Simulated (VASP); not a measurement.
# Co (Im-3m) in VASP: single point with PBE

Aim: the single point of Co with PBE.

All numbers are computed with VASP 6.6.1; they aren't measurements. Logs are shortened: lines on timing, memory, paths and dates and some standing lists are left out, and cuts for length are marked.

### Step 1. The cell of the first run

Symmetry: Im-3m, No. 229, cubic system. The conventional cell has a = 2.668 Å, b = 2.668 Å, c = 2.668 Å, α = 90.00°, β = 90.00°, γ = 90.00°. Co (site symmetry m-3m) has 14 Co at 2.31 to 2.67 Å within 3.1 Å.

### Step 2. Single point, PBE (volume scaled by 0.9)

INCAR

```
SYSTEM = Co
PREC     = Accurate       ! precision mode
ENCUT    = 520            ! plane-wave cutoff, eV
EDIFF    = 1E-6           ! SCF threshold, eV
ISMEAR   = -1             ! smearing method
SIGMA    = 0.05           ! smearing width, eV
LREAL    = .False.        ! projectors in reciprocal space
LASPH    = .True.         ! aspherical terms in the spheres
NELM     = 80             ! most SCF steps
ALGO     = Normal         ! electronic algorithm
ISIF     = 2              ! what is computed and relaxed
LWAVE    = .False.        ! write WAVECAR
LCHARG   = .False.        ! write CHGCAR
GGA      = PE             ! functional
NBANDS   = 10             ! bands
```

KPOINTS

```
regular mesh
0
Gamma
  21 21 21
  0 0 0
```

POSCAR

```
Co
1.0
   -1.3338035927      1.3338035927      1.3338035927
    1.3338035927     -1.3338035927      1.3338035927
    1.3338035927      1.3338035927     -1.3338035927
Co
1
Direct
    0.0000000000      0.0000000000      0.0000000000
```

Potentials or basis: VASP PAW PBE potentials, release 64 (Co).

On the command line:

```console
$ cat potpaw_PBE.64/Co/POTCAR > POTCAR
$ mpirun -np 1 vasp_std > vasp.out
```

OUTCAR:

```text
SYSTEM = Co
   PREC = Accurate
   ENCUT = 520
   EDIFF = 1E-6
   ISMEAR = -1
   LREAL = .False.
   LASPH = .True.
   NELM = 80
   ISIF = 2
   GGA = PE

 ion  position               nearest neighbor table
   1  0.000  0.000  0.000-

  LATTYP: Found a body centered cubic cell.
 ALAT       =     2.6676071854

  Lattice vectors:

 A1 = (  -1.3338035927,   1.3338035927,   1.3338035927)
 A2 = (   1.3338035927,  -1.3338035927,   1.3338035927)
 A3 = (   1.3338035927,   1.3338035927,  -1.3338035927)

Analysis of symmetry for initial positions (statically):
=====================================================================
 Subroutine PRICEL returns:
 Original cell was already a primitive cell.

 Routine SETGRP: Setting up the symmetry group for a
 body centered cubic supercell.

 Subroutine GETGRP returns: Found 48 space group operations
 (whereof 48 operations were pure point group operations)
 out of a pool of 48 trial point group operations.

The static configuration has the point symmetry O_h .

Analysis of symmetry for dynamics (positions and initial velocities):
=====================================================================
 Subroutine PRICEL returns:
 Original cell was already a primitive cell.

 Routine SETGRP: Setting up the symmetry group for a
 body centered cubic supercell.

 Subroutine GETGRP returns: Found 48 space group operations
 (whereof 48 operations were pure point group operations)
 out of a pool of 48 trial point group operations.

The dynamic configuration has the point symmetry O_h .

 Subroutine INISYM returns: Found 48 space group operations
 (whereof 48 operations are pure point group operations),
 and found     1 'primitive' translations

----------------------------------------------------------------------------------------

                                     Primitive cell

  volume of cell :       9.4915

  direct lattice vectors                    reciprocal lattice vectors
    -1.333803593  1.333803593  1.333803593     0.000000000  0.374867786  0.374867786
     1.333803593 -1.333803593  1.333803593     0.374867786  0.000000000  0.374867786
     1.333803593  1.333803593 -1.333803593     0.374867786  0.374867786  0.000000000

  length of vectors
     2.310215590  2.310215590  2.310215590     0.530143107  0.530143107  0.530143107

  position of ions in fractional coordinates (direct lattice)
     0.000000000  0.000000000  0.000000000

  ion indices of the primitive-cell ions
   primitive index   ion index
                 1           1

----------------------------------------------------------------------------------------

 KPOINTS: regular mesh

Automatic generation of k-mesh.
 Grid dimensions read from file:
 generate k-points for:   21   21   21

 Generating k-lattice:

  Cartesian coordinates                     Fractional coordinates (reciprocal lattice)
     0.000000000  0.017850847  0.017850847     0.047619048  0.000000000  0.000000000
     0.017850847  0.000000000  0.017850847     0.000000000  0.047619048  0.000000000
     0.017850847  0.017850847  0.000000000     0.000000000  0.000000000  0.047619048

  Length of vectors
     0.025244910  0.025244910  0.025244910

  Shift w.r.t. Gamma in fractional coordinates (k-lattice)
     0.000000000  0.000000000  0.000000000

 Subroutine IBZKPT returns following result:
 ===========================================

 Found    286 irreducible k-points:

 Following reciprocal coordinates:
            Coordinates               Weight
  0.000000  0.000000  0.000000      1.000000
  0.047619  0.000000  0.000000     12.000000
  0.095238  0.000000  0.000000     12.000000
  0.142857  0.000000  0.000000     12.000000
  0.190476  0.000000  0.000000     12.000000
  0.238095  0.000000  0.000000     12.000000
[... 16 lines left out ...]
  0.142857  0.095238 -0.000000     48.000000
  0.190476  0.095238  0.000000     48.000000
 [... further k-points ...]
   k-points           NKPTS =    286   k-points in BZ     NKDIM =    286   number of bands    NBANDS=     10
   number of dos      NEDOS =    301   number of ions     NIONS =      1
   total plane-waves  NPLWV =   5832
   dimension x,y,z NGX =    18 NGY =   18 NGZ =   18
   dimension x,y,z NGXF=    36 NGYF=   36 NGZF=   36
   ions per type =               1
   NGX,Y,Z   is equivalent  to a cutoff of  12.95, 12.95, 12.95 a.u.
   NGXF,Y,Z  is equivalent  to a cutoff of  25.91, 25.91, 25.91 a.u.
 SYSTEM =  Co
   PREC   = accura    normal or accurate (medium, high low for compatibility)
   ISTART =      0    job   : 0-new  1-cont  2-samecut
   ICHARG =      2    charge: 1-file 2-atom 10-const
   ISPIN  =      1    spin polarized calculation?
   LNONCOLLINEAR =      F non collinear calculations
   LSORBIT =      F    spin-orbit coupling
   LASPH  =      T    aspherical Exc in radial PAW
   ENCUT  =  520.0 eV  38.22 Ry    6.18 a.u.   4.30  4.30  4.30*2*pi/ulx,y,z
   NELM   =     80;   NELMIN=  2; NELMDL= -5     # of ELM steps
   EDIFF  = 0.1E-05   stopping-criterion for ELM
   LREAL  =      F    real-space projection
   EDIFFG = 0.1E-04   stopping-criterion for IOM
   NSW    =      0    number of steps for IOM
   IBRION =     -1    ionic relax: 0-MD 1-quasi-New 2-CG
   NFREE  =      0    steps in history (QN), initial steepest desc. (CG)
   ISIF   =      2    stress and relaxation
   ISYM   =      2    0-nonsym 1-usesym 2-fastsym
   POTIM  = 0.5000    time-step for ionic-motion
   TEBEG  =    0.0;   TEEND  =   0.0 temperature during run
   PSTRESS=    0.0 pullay stress
   NELECT =       9.0000    total number of electrons
   NUPDOWN=      -1.0000    fix difference up-down
   EMIN   =  10.00;   EMAX   =-10.00  energy-range for DOS
   EFERMI =   0.00;   METHOD = LEGACY
   ISMEAR =    -1;   SIGMA  =   0.05  broadening in eV -4-tet -1-fermi 0-gaus
   EFERMI_NEDOS =   21; number of points for ismear=-14 and -15
   IALGO  =     38    algorithm
   IMIX   =      4    mixing-type and parameters
     AMIX     =   0.40;   BMIX     =  1.00
     AMIX_MAG =   1.60;   BMIX_MAG =  1.00
  volume/ion in A,a.u.               =       9.49        64.05
  Fermi-wavevector in a.u.,A,eV,Ry     =   1.608337  3.039317 35.194853  2.586749
  Thomas-Fermi vector in A             =   2.704223
   LORBIT       =      0    0 simple, 1 ext, 2 COOP (PROOUT), +10 PAW based schemes
   GGA     = PE    functional components
   LHFCALC =     F    Hartree Fock is set to
   AEXX    =    0.0000 exact exchange contribution
   IVDW    =     0    specifies the selected vdW correction
   LEPSILON=     F    determine dielectric tensor
   LRPA    =     F    only Hartree local field effects (RPA)
 non-spin polarized calculation
  energy-cutoff  :      520.00
  volume of cell :        9.49
 maximum number of plane-waves:       264
 NGX is ok and might be reduce to    18
   NGX =  9   NGY =  9   NGZ =  9

 number of electron       8.9999998 magnetization

 Free energy of the ion-electron system (eV)
  ---------------------------------------------------
  ext. energy  EPLUGINS =         0.00000000
  ---------------------------------------------------
  free energy    TOTEN  =        -6.52532427 eV

  energy without entropy =       -6.49512274  energy(sigma->0) =       -6.51022351

 E-fermi :  12.1903     XC(G=0): -14.2209

 val. band max:       12.1888426352   @ k =   0.2857   0.1905   0.0476
 cond. band min:      12.1904233420   @ k =  -0.3333  -0.3810   0.0476
 fundamental gap:      0.0015807068
 Fermi energy:        12.1902830371

 k-point     1 :       0.0000    0.0000    0.0000
  band No.  band energies     occupation
      1       2.5795      2.00000
      2      10.0775      2.00000
      3      10.0775      2.00000
      4      10.0775      2.00000
      5      11.8742      1.99641
      6      11.8742      1.99641
      7      39.3116      0.00000
      8      39.3116      0.00000
      9      39.3116      0.00000
     10      45.8122      0.00000

 k-point     2 :       0.0476    0.0000    0.0000
  band No.  band energies     occupation
      1       2.6859      2.00000
      2      10.0456      2.00000
      3      10.0742      2.00000
      4      10.1369      2.00000
      5      11.8403      1.99818
      6      11.8767      1.99623
      7      38.7194      0.00000
      8      39.2001      0.00000
      9      39.2807      0.00000
     10      45.3360      0.00000

 k-point     3 :       0.0952    0.0000    0.0000
  band No.  band energies     occupation
      1       3.0007      2.00000
      2       9.9538      2.00000
      3      10.0581      2.00000
      4      10.3120      2.00000
      5      11.7536      1.99968
      6      11.8846      1.99559
      7      37.2205      0.00000
      8      38.7901      0.00000
      9      39.1971      0.00000
     10      44.7310      0.00000

 k-point     4 :       0.1429    0.0000    0.0000
  band No.  band energies     occupation
      1       3.5086      2.00000
      2       9.8120      2.00000
      3      10.0149      2.00000
      4      10.5934      2.00000
      5      11.6543      1.99996
      6      11.8991      1.99410
      7      35.2074      0.00000
      8      38.0008      0.00000
      9      39.0825      0.00000
     10      43.4544      0.00000
[... 222 lines left out ...]
 k-point    22 :       0.0952    0.0952    0.0000
  band No.  band energies     occupation
      1       3.8054      2.00000
      2       9.7986      2.00000
      3       9.8809      2.00000
      4      10.8001      2.00000
      5      11.5754      1.99999
      6      11.9406      1.98654
      7      34.8252      0.00000
      8      36.1972      0.00000
      9      39.8525      0.00000
     10      41.5047      0.00000

 k-point    23 :       0.1429    0.0952   -0.0000
  band No.  band energies     occupation
      1       4.4627      2.00000
      2       9.6405      2.00000
      3       9.7686      2.00000
      4      11.1947      2.00000
      5      11.5025      2.00000
      6      11.9890      1.96495
      7      32.9271      0.00000
      8      34.8606      0.00000
      9      39.6695      0.00000
     10      40.1567      0.00000

 k-point    24 :       0.1905    0.0952    0.0000
  band No.  band energies     occupation
      1       5.2266      2.00000
      2       9.4483      2.00000
      3       9.6738      2.00000
      4      11.4860      2.00000
      5      11.6639      1.99995
      6      12.0462      1.89381
      7      30.6696      0.00000
      8      33.7720      0.00000
      9      38.2847      0.00000
     10      40.0672      0.00000

 [... further k-points ...]
[... 5 lines left out ...]
  --------------------------------------------------------------------------------------
  -------------------------------------------------------------------------------------
  Total        1.8258912      1.8258912      1.8258912     -0.0000000     -0.0000000     -0.0000000
  in kB      308.2122165    308.2122165    308.2122165     -0.0000000     -0.0000000     -0.0000000
  external PRESSURE =     308.2122165 kB  Pullay stress =       0.0000000 kB

 VOLUME and BASIS-vectors are now :
 -----------------------------------------------------------------------------
  energy-cutoff  :      520.00
  volume of cell :        9.49
      direct lattice vectors                 reciprocal lattice vectors
    -1.333803593  1.333803593  1.333803593     0.000000000  0.374867786  0.374867786
     1.333803593 -1.333803593  1.333803593     0.374867786  0.000000000  0.374867786
     1.333803593  1.333803593 -1.333803593     0.374867786  0.374867786  0.000000000

 POSITION                                       TOTAL-FORCE (eV/Angst)
 -----------------------------------------------------------------------------------
      0.00000      0.00000      0.00000        -0.000000      0.000000      0.000000
 -----------------------------------------------------------------------------------
    total drift:                                0.000000     -0.000000      0.000000

  FREE ENERGIE OF THE ION-ELECTRON SYSTEM (eV)
  ---------------------------------------------------
  free  energy   TOTEN  =        -6.5253242709 eV

  energy  without entropy=       -6.4951227394  energy(sigma->0) =       -6.51022351
```

Wall time 26 s (1 thread of AMD EPYC 7R43 (Zen 3), shared host); peak memory 0.11 GiB.

Results:

| Property | Result |
| --- | --- |
| Free energy | -6.5253 eV |
| Pressure | 30.8 GPa |

Caveat: the run has no spin polarisation, though such a crystal can be magnetic.
